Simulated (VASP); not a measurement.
Ge:

```
Ge
1.0
     3.99759    0.00000    0.00000
    -1.99879    3.46201    0.00000
     0.00000    0.00000    6.59938
Ge
4
Direct
  0.66667 0.33333 0.06290
  0.33333 0.66667 0.56290
  0.33333 0.66667 0.93710
  0.66667 0.33333 0.43710
```

```yaml
Program: VASP 6.6.1
Task: relaxation of cell and atoms
Functional: LDA
Potentials_or_basis: VASP PAW LDA potentials, release 64 (Ge_d)
Cutoff: 600 eV
k_mesh: 7 × 7 × 4
Occupations: fermi-dirac, width 0.1 eV
Spin: no spin polarisation
```

At the start: pressure -1.8 GPa; volume 22.83 Å³/atom.

Problem. How do energy, volume and symmetry change on relaxing?

Solution. Over 7 steps the energy falls by 3.5 meV/atom and the volume is 22.22 Å³/atom (-2.7 %); space group P6_3/mmc (No. 194, to 0.05 Å).

Step by step:
```tsv
step	energy change (eV)	largest force (eV/Å)	pressure (GPa)	volume (Å³)
1	0.0000	0.0048	-1.77	91.33
2	-0.0122	0.0205	0.65	88.05
3	-0.0140	0.0157	0.05	88.88
4	-0.0140	0.0154	-0.04	88.94
5	-0.0140	0.0039	-0.04	88.94
6	-0.0140	0.0035	-0.04	88.94
7	-0.0140	0.0040	0.01	88.86
```

Final structure:
```
Ge
1.0
     3.96597    0.00000    0.00000
    -1.98299    3.43463    0.00000
     0.00000    0.00000    6.52344
Ge
4
Direct
  0.66667 0.33333 0.06271
  0.33333 0.66667 0.56271
  0.33333 0.66667 0.93729
  0.66667 0.33333 0.43729
```
